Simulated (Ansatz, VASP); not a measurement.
# Two plane-wave programs on Hf

File INCAR:

```
PREC = Accurate
ENCUT = 600
EDIFF = 1E-7
ISMEAR = 0
SIGMA = 0.1
LREAL = False
LASPH = True
NELM = 100
ALGO = Normal
ISIF = 3
LWAVE = False
LCHARG = False
GGA = PE
IBRION = 2
NSW = 100
EDIFFG = -0.005
```

Contents of KPOINTS:

```
regular mesh
0
Gamma
  16 16 16
```

Contents of POSCAR:

```
Hf
1.0
    0.0000000000      2.2200000000      2.2200000000
    2.2200000000      0.0000000000      2.2200000000
    2.2200000000      2.2200000000      0.0000000000
Hf
1
Direct
    0.0000000000      0.0000000000      0.0000000000
```

Input for Ansatz:

```yaml
crystal:
  lattice:
    - [0.0, 2.22, 2.22]
    - [2.22, 0.0, 2.22]
    - [2.22, 2.22, 0.0]
  atoms:
    - { symbol: Hf, position: [0.0, 0.0, 0.0] }
basis:
  ecutwfc: 420
kpoints:
  mp_grid: { grid: [16, 16, 16] }
hamiltonian:
  xc: pbe
scf:
  occupations: { method: gaussian, width: 0.1 }
output:
  forces: true
  stress: true
  eigenvalues: true
relax:
  adjacent_minimum: "off"
  f_tol: 0.005
  max_steps: 80
  cell: { stress_tol: 0.05 }
```

Alike in both runs: task relaxation of cell and atoms; functional PBE; k mesh 16 × 16 × 16; occupations gaussian, width 0.1 eV; no spin polarisation.

|  | VASP | Ansatz |
| --- | --- | --- |
| version | VASP 6.6.1 | Ansatz 0.2.0 |
| potentials or method | VASP PAW PBE potentials, release 64 (Hf_pv), cutoff 600 eV | scalar-relativistic, plane waves, PAW |
| valence electrons in the cell | 10 | 26 |

|  | VASP | Ansatz | Ansatz less VASP |
| --- | --- | --- | --- |
| gap on the k mesh at the Fermi level, each at its own relaxed structure (eV) | none | none | - |
| relaxed volume (Å³/atom) | 22.46 | 22.56 | +0.099 |
| relaxed length of the cell vector where the two differ most in proportion (Å) | 3.167 | 3.172 | +0.0047 |

A gap of «none» marks a metal or a gap that the smearing closes. VASP's potentials hold 10 valence electrons a cell and Ansatz's 26, so a difference there can come from the potentials and not from the codes.

Neither program's run includes spin-orbit coupling.
